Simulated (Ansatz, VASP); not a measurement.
# AlN in VASP and in Ansatz

File POSCAR:

```
AlN
1.0
    0.0000000000      2.1839935596      2.1839935596
    2.1839935596      0.0000000000      2.1839935596
    2.1839935596      2.1839935596      0.0000000000
Al N
1 1
Direct
   -0.0404709745      0.0404709745      0.0000000000
    0.7500000000      0.7500000000      0.7500000000
```

INCAR.step1

```
  PREC = Accurate
  ENCUT = 520
  ISMEAR = 0
  SIGMA = 0.05
  LREAL = False
  LASPH = True
  NELM = 60
  NBANDS = 11
  GGA = PE
  ALGO = Normal
  EDIFF = 1E-4
  LWAVE = True
  LCHARG = False
```

File INCAR.step2:

```
  PREC = Accurate
  ENCUT = 520
  EDIFF = 1E-7
  ISMEAR = 0
  SIGMA = 0.05
  LREAL = False
  LASPH = True
  NELM = 60
  ALGO = Normal
  ISIF = 2
  LWAVE = False
  LCHARG = False
  METAGGA = R2SCAN
  LMIXTAU = True
  NBANDS = 11
  ISTART = 1
```

Contents of KPOINTS:

```
Automatic mesh
0
Gamma
  10 10 10
```

Input for Ansatz:

```yaml
crystal:
  lattice:
    - [0.0, 2.1839935596, 2.1839935596]
    - [2.1839935596, 0.0, 2.1839935596]
    - [2.1839935596, 2.1839935596, 0.0]
  atoms:
    - { symbol: Al, position: [-0.0404709745, 0.0404709745, 0.0] }
    - { symbol: "N", position: [0.75, 0.75, 0.75] }
basis:
  ecutwfc: 500
kpoints:
  mp_grid: { grid: [10, 10, 10] }
hamiltonian:
  xc: r2scan
scf:
  occupations: { method: gaussian, width: 0.05 }
output:
  forces: true
  stress: true
  eigenvalues: true
```

Change from the starting cell: all Al atoms moved +0.125 Å, as atom 1 along Cartesian [1 -1 0].

Alike in both runs: task single point; functional r2SCAN; k mesh 10 × 10 × 10; occupations gaussian, width 0.05 eV; no spin polarisation.

```csv
,VASP,Ansatz
version,VASP 6.6.1,Ansatz 0.2.0
potentials or method,"VASP PAW PBE potentials, release 64 (Al, N), cutoff 520 eV","scalar-relativistic, plane waves, PAW"
valence electrons in the cell,8,8
```

```csv
,VASP,Ansatz,Ansatz less VASP
gap on the k mesh at the Fermi level (eV),3.60,3.60,+0.007
least direct gap on the mesh (eV),4.53,4.49,-0.039
pressure (GPa),1.9,2.2,+0.34
"traceless stress, the component that is largest in VASP (GPa)",-6.32,-6.18,+0.137
rms of the force components (eV/Å),1.158,1.144,-0.0133
```

VASP's potentials were made for PBE, not for r2SCAN. Atom by atom the forces differ by 0.013 eV/Å (rms over components).
